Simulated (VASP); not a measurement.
# P (P4/mmm) in VASP: a series of runs

P is run at these levels: LDA; tasks: single point.

Program: VASP 6.6.1. These are calculated values, not measurements. Logs are shortened: lines on timing, memory, paths and dates and some standing lists are left out, and cuts for length are marked.

## 1. The cell of the first run

Symmetry: P4/mmm, No. 123, tetragonal system. Conventional cell: a = 4.273 Å, b = 4.273 Å, c = 4.378 Å, α = 90.00°, β = 90.00°, γ = 90.00°. P (site symmetry 4/mmm) has 6 P at 4.27 to 4.38 Å within 5.6 Å.

## 2. Single point, LDA

Input file INCAR:

```
SYSTEM = P
PREC = Accurate
ENCUT = 520
EDIFF = 1E-6
ISMEAR = 0
SIGMA = 0.15
LREAL = .FALSE.
LASPH = .TRUE.
NELM = 100
ALGO = Normal
ISIF = 2
LWAVE = .FALSE.
LCHARG = .FALSE.
NBANDS = 8
```

Input file KPOINTS:

```
Automatic mesh
0
G
  12 12 12
  0 0 0
```

Input file POSCAR:

```
P
1.0
    4.2729048574      0.0000000000      0.0000000000
    0.0000000000      4.2729048574      0.0000000000
    0.0000000000      0.0000000000      4.3780000000
P
1
Direct
    0.0000000000      0.0000000000      0.0000000000
```

Potentials or basis: VASP PAW LDA potentials, release 64 (P).

Command:

```sh
> cat potpaw_LDA.64/P/POTCAR > POTCAR
> mpirun -np 1 vasp_std > vasp.out
```

OUTCAR:

```text
SYSTEM = P
   PREC = Accurate
   ENCUT = 520
   EDIFF = 1E-6
   ISMEAR = 0
   LREAL = .FALSE.
   LASPH = .TRUE.
   NELM = 100
   ISIF = 2

 ion  position               nearest neighbor table
   1  0.000  0.000  0.000-

  LATTYP: Found a simple tetragonal cell.
 ALAT       =     4.2729048574
 C/A-ratio  =     1.0245957132

  Lattice vectors:

 A1 = (   4.2729048574,   0.0000000000,   0.0000000000)
 A2 = (   0.0000000000,   4.2729048574,   0.0000000000)
 A3 = (   0.0000000000,   0.0000000000,   4.3780000000)

Analysis of symmetry for initial positions (statically):
=====================================================================
 Subroutine PRICEL returns:
 Original cell was already a primitive cell.

 Routine SETGRP: Setting up the symmetry group for a
 simple tetragonal supercell.

 Subroutine GETGRP returns: Found 16 space group operations
 (whereof 16 operations were pure point group operations)
 out of a pool of 16 trial point group operations.

The static configuration has the point symmetry D_4h.

Analysis of symmetry for dynamics (positions and initial velocities):
=====================================================================
 Subroutine PRICEL returns:
 Original cell was already a primitive cell.

 Routine SETGRP: Setting up the symmetry group for a
 simple tetragonal supercell.

 Subroutine GETGRP returns: Found 16 space group operations
 (whereof 16 operations were pure point group operations)
 out of a pool of 16 trial point group operations.

The dynamic configuration has the point symmetry D_4h.

 Subroutine INISYM returns: Found 16 space group operations
 (whereof 16 operations are pure point group operations),
 and found     1 'primitive' translations

----------------------------------------------------------------------------------------

                                     Primitive cell

  volume of cell :      79.9323

  direct lattice vectors                    reciprocal lattice vectors
     4.272904857  0.000000000  0.000000000     0.234032826  0.000000000  0.000000000
     0.000000000  4.272904857  0.000000000     0.000000000  0.234032826  0.000000000
     0.000000000  0.000000000  4.378000000     0.000000000  0.000000000  0.228414801

  length of vectors
     4.272904857  4.272904857  4.378000000     0.234032826  0.234032826  0.228414801

  position of ions in fractional coordinates (direct lattice)
     0.000000000  0.000000000  0.000000000

  ion indices of the primitive-cell ions
   primitive index   ion index
                 1           1

----------------------------------------------------------------------------------------

 KPOINTS: Automatic mesh

Automatic generation of k-mesh.
 Grid dimensions read from file:
 generate k-points for:   12   12   12

 Generating k-lattice:

  Cartesian coordinates                     Fractional coordinates (reciprocal lattice)
     0.019502736  0.000000000  0.000000000     0.083333333  0.000000000  0.000000000
     0.000000000  0.019502736  0.000000000     0.000000000  0.083333333  0.000000000
     0.000000000  0.000000000  0.019034567     0.000000000  0.000000000  0.083333333

  Length of vectors
     0.019502736  0.019502736  0.019034567

  Shift w.r.t. Gamma in fractional coordinates (k-lattice)
     0.000000000  0.000000000  0.000000000

 Subroutine IBZKPT returns following result:
 ===========================================

 Found    196 irreducible k-points:

 Following reciprocal coordinates:
            Coordinates               Weight
  0.000000  0.000000  0.000000      1.000000
  0.083333  0.000000  0.000000      4.000000
  0.166667  0.000000  0.000000      4.000000
  0.250000  0.000000  0.000000      4.000000
  0.333333  0.000000  0.000000      4.000000
  0.416667  0.000000  0.000000      4.000000
[... 16 lines left out ...]
  0.333333  0.333333  0.000000      4.000000
  0.416667  0.333333  0.000000      8.000000
 [... further k-points ...]
   k-points           NKPTS =    196   k-points in BZ     NKDIM =    196   number of bands    NBANDS=      8
   number of dos      NEDOS =    301   number of ions     NIONS =      1
   total plane-waves  NPLWV =  36864
   dimension x,y,z NGX =    32 NGY =   32 NGZ =   36
   dimension x,y,z NGXF=    64 NGYF=   64 NGZF=   72
   ions per type =               1
   NGX,Y,Z   is equivalent  to a cutoff of  12.45, 12.45, 13.67 a.u.
   NGXF,Y,Z  is equivalent  to a cutoff of  24.90, 24.90, 27.34 a.u.
 SYSTEM =  P
   PREC   = accura    normal or accurate (medium, high low for compatibility)
   ISTART =      0    job   : 0-new  1-cont  2-samecut
   ICHARG =      2    charge: 1-file 2-atom 10-const
   ISPIN  =      1    spin polarized calculation?
   LNONCOLLINEAR =      F non collinear calculations
   LSORBIT =      F    spin-orbit coupling
   LASPH  =      T    aspherical Exc in radial PAW
   ENCUT  =  520.0 eV  38.22 Ry    6.18 a.u.   7.94  7.94  8.14*2*pi/ulx,y,z
   NELM   =    100;   NELMIN=  2; NELMDL= -5     # of ELM steps
   EDIFF  = 0.1E-05   stopping-criterion for ELM
   LREAL  =      F    real-space projection
   EDIFFG = 0.1E-04   stopping-criterion for IOM
   NSW    =      0    number of steps for IOM
   IBRION =     -1    ionic relax: 0-MD 1-quasi-New 2-CG
   NFREE  =      0    steps in history (QN), initial steepest desc. (CG)
   ISIF   =      2    stress and relaxation
   ISYM   =      2    0-nonsym 1-usesym 2-fastsym
   POTIM  = 0.5000    time-step for ionic-motion
   TEBEG  =    0.0;   TEEND  =   0.0 temperature during run
   PSTRESS=    0.0 pullay stress
   NELECT =       5.0000    total number of electrons
   NUPDOWN=      -1.0000    fix difference up-down
   EMIN   =  10.00;   EMAX   =-10.00  energy-range for DOS
   EFERMI =   0.00;   METHOD = LEGACY
   ISMEAR =     0;   SIGMA  =   0.15  broadening in eV -4-tet -1-fermi 0-gaus
   EFERMI_NEDOS =   21; number of points for ismear=-14 and -15
   IALGO  =     38    algorithm
   IMIX   =      4    mixing-type and parameters
     AMIX     =   0.40;   BMIX     =  1.00
     AMIX_MAG =   1.60;   BMIX_MAG =  1.00
  volume/ion in A,a.u.               =      79.93       539.41
  Fermi-wavevector in a.u.,A,eV,Ry     =   0.649866  1.228069  5.746099  0.422326
  Thomas-Fermi vector in A             =   1.718961
   LORBIT       =      0    0 simple, 1 ext, 2 COOP (PROOUT), +10 PAW based schemes
   GGA     = CA    functional components
   LHFCALC =     F    Hartree Fock is set to
   AEXX    =    0.0000 exact exchange contribution
   IVDW    =     0    specifies the selected vdW correction
   LEPSILON=     F    determine dielectric tensor
   LRPA    =     F    only Hartree local field effects (RPA)
 non-spin polarized calculation
 Gauss-broadening in eV      SIGMA  =   0.15
  energy-cutoff  :      520.00
  volume of cell :       79.93
 maximum number of plane-waves:      2208
 NGX is ok and might be reduce to    32
   NGX = 15   NGY = 15   NGZ = 17

 number of electron       4.9999999 magnetization

 Free energy of the ion-electron system (eV)
  ---------------------------------------------------
  ext. energy  EPLUGINS =         0.00000000
  ---------------------------------------------------
  free energy    TOTEN  =        -1.28046955 eV

  energy without entropy =       -1.24292397  energy(sigma->0) =       -1.26169676

 E-fermi :  -3.2174     XC(G=0):  -5.3438

 val. band max:       -3.2183903703   @ k =   0.2500   0.0833   0.5000
 cond. band min:      -3.2168191349   @ k =   0.3333   0.2500   0.1667
 fundamental gap:      0.0015712354
 Fermi energy:        -3.2173993433

 k-point     1 :       0.0000    0.0000    0.0000
  band No.  band energies     occupation
      1     -11.9197      2.00000
      2      -2.7620      0.00002
      3      -2.6540      0.00000
      4      -2.6540      0.00000
      5       1.1989      0.00000
      6       4.1526      0.00000
      7       4.2422      0.00000
      8       8.8085      0.00000

 k-point     2 :       0.0833    0.0000    0.0000
  band No.  band energies     occupation
      1     -11.9087      2.00000
      2      -2.7800      0.00004
      3      -2.7520      0.00001
      4      -2.6444      0.00000
      5       1.3196      0.00000
      6       4.2035      0.00000
      7       4.3434      0.00000
      8       8.2667      0.00000

 k-point     3 :       0.1667    0.0000    0.0000
  band No.  band energies     occupation
      1     -11.8780      2.00000
      2      -3.0892      0.22692
      3      -2.7244      0.00000
      4      -2.6180      0.00000
      5       1.6238      0.00000
      6       4.3218      0.00000
      7       4.6130      0.00000
      8       7.5980      0.00000

 k-point     4 :       0.2500    0.0000    0.0000
  band No.  band energies     occupation
      1     -11.8350      2.00000
      2      -3.4542      1.97440
      3      -2.6859      0.00000
      4      -2.5813      0.00000
      5       2.0197      0.00000
      6       4.4928      0.00000
      7       4.8263      0.00000
      8       7.0182      0.00000

 k-point     5 :       0.3333    0.0000    0.0000
  band No.  band energies     occupation
      1     -11.7908      2.00000
      2      -3.7750      2.00000
      3      -2.6465      0.00000
      4      -2.5437      0.00000
      5       2.4568      0.00000
      6       4.6853      0.00000
      7       4.7170      0.00000
      8       6.5746      0.00000

 k-point     6 :       0.4167    0.0000    0.0000
  band No.  band energies     occupation
      1     -11.7577      2.00000
      2      -3.9899      2.00000
      3      -2.6170      0.00000
      4      -2.5156      0.00000
      5       2.8921      0.00000
      6       4.3464      0.00000
      7       4.8605      0.00000
      8       6.2966      0.00000

 k-point     7 :       0.5000    0.0000    0.0000
  band No.  band energies     occupation
      1     -11.7453      2.00000
      2      -4.0651      2.00000
      3      -2.6060      0.00000
      4      -2.5051      0.00000
      5       3.1394      0.00000
      6       4.1006      0.00000
      7       4.9300      0.00000
      8       6.2020      0.00000

 k-point     8 :       0.0833    0.0833    0.0000
  band No.  band energies     occupation
      1     -11.8976      2.00000
      2      -2.7908      0.00006
      3      -2.7470      0.00001
      4      -2.7421      0.00001
      5       1.4380      0.00000
      6       4.2704      0.00000
      7       4.4275      0.00000
      8       8.0132      0.00000

 k-point     9 :       0.1667    0.0833    0.0000
  band No.  band energies     occupation
      1     -11.8671      2.00000
      2      -3.0788      0.19119
      3      -2.7351      0.00001
      4      -2.7147      0.00000
      5       1.7365      0.00000
      6       4.4009      0.00000
      7       4.6803      0.00000
      8       7.3714      0.00000

 k-point    10 :       0.2500    0.0833    0.0000
  band No.  band energies     occupation
      1     -11.8243      2.00000
      2      -3.4396      1.96379
      3      -2.6948      0.00000
      4      -2.6765      0.00000
      5       2.1245      0.00000
      6       4.5647      0.00000
      7       4.8751      0.00000
      8       6.9096      0.00000
[... 78 lines left out ...]
 k-point    18 :       0.5000    0.1667    0.0000
  band No.  band energies     occupation
      1     -11.7068      2.00000
      2      -3.9933      2.00000
      3      -2.8743      0.00122
      4      -2.5728      0.00000
      5       3.5889      0.00000
      6       3.6588      0.00000
      7       5.3740      0.00000
      8       6.1591      0.00000

 k-point    19 :       0.2500    0.2500    0.0000
  band No.  band energies     occupation
      1     -11.7534      2.00000
      2      -3.3917      1.89969
      3      -3.2679      1.36574
      4      -2.6141      0.00000
      5       2.6839      0.00000
      6       4.4630      0.00000
      7       5.5195      0.00000
      8       6.1684      0.00000

 k-point    20 :       0.3333    0.2500    0.0000
  band No.  band energies     occupation
      1     -11.7109      2.00000
      2      -3.6442      1.99994
      3      -3.2579      1.29744
      4      -2.5769      0.00000
      5       2.9637      0.00000
      6       4.2282      0.00000
      7       5.6875      0.00000
      8       6.2633      0.00000

 k-point    21 :       0.4167    0.2500    0.0000
  band No.  band energies     occupation
      1     -11.6791      2.00000
      2      -3.8462      2.00000
      3      -3.2141      0.97483
      4      -2.5491      0.00000
      5       3.1619      0.00000
      6       4.0404      0.00000
      7       5.7849      0.00000
      8       6.2215      0.00000

 k-point    22 :       0.5000    0.2500    0.0000
  band No.  band energies     occupation
      1     -11.6672      2.00000
      2      -3.9178      2.00000
      3      -3.1969      0.84653
      4      -2.5388      0.00000
      5       3.2313      0.00000
      6       3.9771      0.00000
      7       5.8564      0.00000
      8       6.1254      0.00000

 k-point    23 :       0.3333    0.3333    0.0000
  band No.  band energies     occupation
      1     -11.6694      2.00000
      2      -3.6058      1.99975
      3      -3.5225      1.99598
      4      -2.5409      0.00000
      5       2.9837      0.00000
      6       4.1761      0.00000
      7       6.0119      0.00000
      8       6.3368      0.00000

 k-point    24 :       0.4167    0.3333    0.0000
  band No.  band energies     occupation
      1     -11.6382      2.00000
      2      -3.7688      2.00000
      3      -3.5060      1.99349
      4      -2.5141      0.00000
      5       2.8855      0.00000
      6       4.2863      0.00000
      7       6.1316      0.00000
      8       6.3307      0.00000

 [... further k-points ...]

------------------------ aborting loop because EDIFF is reached ----------------------------------------

  FORCE on cell =-STRESS in cart. coord.  units (eV):
  Direction    XX          YY          ZZ          XY          YZ          ZX
  --------------------------------------------------------------------------------------
  -------------------------------------------------------------------------------------
  Total       -2.1273369     -2.1273369     -1.9154769      0.0000000      0.0000000      0.0000000
  in kB      -42.6407318    -42.6407318    -38.3941714      0.0000000      0.0000000      0.0000000
  external PRESSURE =     -41.2252117 kB  Pullay stress =       0.0000000 kB

 VOLUME and BASIS-vectors are now :
 -----------------------------------------------------------------------------
  energy-cutoff  :      520.00
  volume of cell :       79.93
      direct lattice vectors                 reciprocal lattice vectors
     4.272904857  0.000000000  0.000000000     0.234032826  0.000000000  0.000000000
     0.000000000  4.272904857  0.000000000     0.000000000  0.234032826  0.000000000
     0.000000000  0.000000000  4.378000000     0.000000000  0.000000000  0.228414801

 POSITION                                       TOTAL-FORCE (eV/Angst)
 -----------------------------------------------------------------------------------
      0.00000      0.00000      0.00000         0.000000      0.000000      0.000000
 -----------------------------------------------------------------------------------
    total drift:                                0.000000     -0.000000      0.000000

  FREE ENERGIE OF THE ION-ELECTRON SYSTEM (eV)
  ---------------------------------------------------
  free  energy   TOTEN  =        -1.2804695456 eV

  energy  without entropy=       -1.2429239691  energy(sigma->0) =       -1.26169676
```

Wall time 60 s (1 thread of AMD EPYC 7R43 (Zen 3), shared host); peak memory 0.19 GiB.

What came out:

```
Free energy            : -1.2805 eV
Pressure               : -4.1 GPa
Band gap on the k mesh : zero (an odd number of electrons rules out a gap without spin polarisation)
```

Stress tensor (GPa, compression positive):
```
-4.26  0.00  0.00
 0.00 -4.26  0.00
 0.00  0.00 -3.84
```

Caveat: the cell stands under tension.

## 3. Single point, LDA

Input file INCAR:

```
PREC = Accurate
ENCUT = 520
EDIFF = 1E-6
ISMEAR = 0
SIGMA = 0.15
LREAL = False
LASPH = True
NELM = 100
ALGO = Normal
ISIF = 2
LWAVE = False
LCHARG = False
GGA = CA
NBANDS = 8
```

Input file KPOINTS:

```
Automatic mesh
0
Gamma
  12 12 12
```

POSCAR is that of step 2.

Potentials or basis: VASP PAW LDA potentials, release 64 (P).

Command:

```sh
> cat potpaw_LDA.64/P/POTCAR > POTCAR
> mpirun -np 1 vasp_std > vasp.out
```

Run time: 64 s. Hardware: 1 thread of AMD EPYC 7R43 (Zen 3), shared host; peak memory 0.19 GiB.

The run converged. Its results:

| Property | Result |
| --- | --- |
| Free energy | -1.2805 eV |
| Pressure | -4.1 GPa |
| Band gap on the k mesh | zero (an odd number of electrons rules out a gap without spin polarisation) |

Stress tensor (GPa, compression positive):
```
-4.26  0.00  0.00
 0.00 -4.26  0.00
 0.00  0.00 -3.84
```

Levels at points of the mesh, in eV from the Fermi level:
```tsv
k point	band 1	band 2	band 3	band 4	band 5	band 6
(0.00, 0.00, 0.00)	-8.70	0.46	0.56	0.56	4.42	7.37
(0.50, 0.00, 0.00)	-8.53	-0.85	0.61	0.71	6.36	7.32
(0.50, 0.50, 0.00)	-8.37	-0.54	-0.54	0.75	5.68	8.04
(0.00, 0.00, 0.50)	-8.56	-0.80	0.69	0.69	6.33	7.24
(0.50, 0.00, 0.50)	-8.40	-0.58	-0.49	0.82	5.66	8.04
(0.50, 0.50, 0.50)	-8.25	-0.32	-0.32	-0.23	6.74	6.83
```

Caveat: the cell stands under tension.
